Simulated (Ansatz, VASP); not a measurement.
**RbSi6: VASP beside Ansatz**

INCAR

```
ALGO = Normal
EDIFF = 1E-7
ENCUT = 520
GGA = PE
ISIF = 2
ISMEAR = 0
LASPH = T
LCHARG = F
LREAL = F
LWAVE = F
NBANDS = 26
NELM = 80
PREC = Accurate
SIGMA = 0.1
```

KPOINTS

```
k-points
0
Gamma
  8 8 8
```

The input POSCAR:

```
RbSi6
1.0
   -3.5116601511      3.5116601511      3.5116601511
    3.5116601511     -3.5116601511      3.5116601511
    3.5116601511      3.5116601511     -3.5116601511
Rb Si
1 6
Direct
    0.0000000000      0.0000000000      0.0000000000
    0.7500000000      0.2500000000      0.5000000000
    0.2500000000      0.7500000000      0.5000000000
    0.5000000000      0.2500000000      0.7500000000
    0.7500000000      0.5000000000      0.2500000000
    0.5000000000      0.7500000000      0.2500000000
    0.2500000000      0.5000000000      0.7500000000
```

Input for Ansatz:

```yaml
crystal:
  lattice:
    - [-3.5116601511, 3.5116601511, 3.5116601511]
    - [3.5116601511, -3.5116601511, 3.5116601511]
    - [3.5116601511, 3.5116601511, -3.5116601511]
  atoms:
    - { symbol: Rb, position: [0.0, 0.0, 0.0] }
    - { symbol: Si, position: [0.75, 0.25, 0.5] }
    - { symbol: Si, position: [0.25, 0.75, 0.5] }
    - { symbol: Si, position: [0.5, 0.25, 0.75] }
    - { symbol: Si, position: [0.75, 0.5, 0.25] }
    - { symbol: Si, position: [0.5, 0.75, 0.25] }
    - { symbol: Si, position: [0.25, 0.5, 0.75] }
basis:
  ecutwfc: 420
kpoints:
  mp_grid: { grid: [8, 8, 8] }
hamiltonian:
  xc: pbe
scf:
  occupations: { method: gaussian, width: 0.1 }
output:
  forces: true
  stress: true
  eigenvalues: true
```

Alike in both runs: task single point; functional PBE; k mesh 8 × 8 × 8; occupations gaussian, width 0.1 eV; no spin polarisation.

|  | VASP | Ansatz |
| --- | --- | --- |
| version | VASP 6.6.1 | Ansatz 0.2.0 |
| potentials or method | VASP PAW PBE potentials, release 64 (Rb_sv, Si), cutoff 520 eV | scalar-relativistic, plane waves, PAW |
| valence electrons in the cell | 33 | 33 |

|  | VASP | Ansatz | Ansatz less VASP |
| --- | --- | --- | --- |
| gap on the k mesh at the Fermi level (eV) | none | none | - |
| pressure (GPa) | -5.1 | -5.1 | +0.03 |

A gap of «none» marks a metal or a gap that the smearing closes. The functional is the same, so the differences come from potentials, cutoffs and numerics.
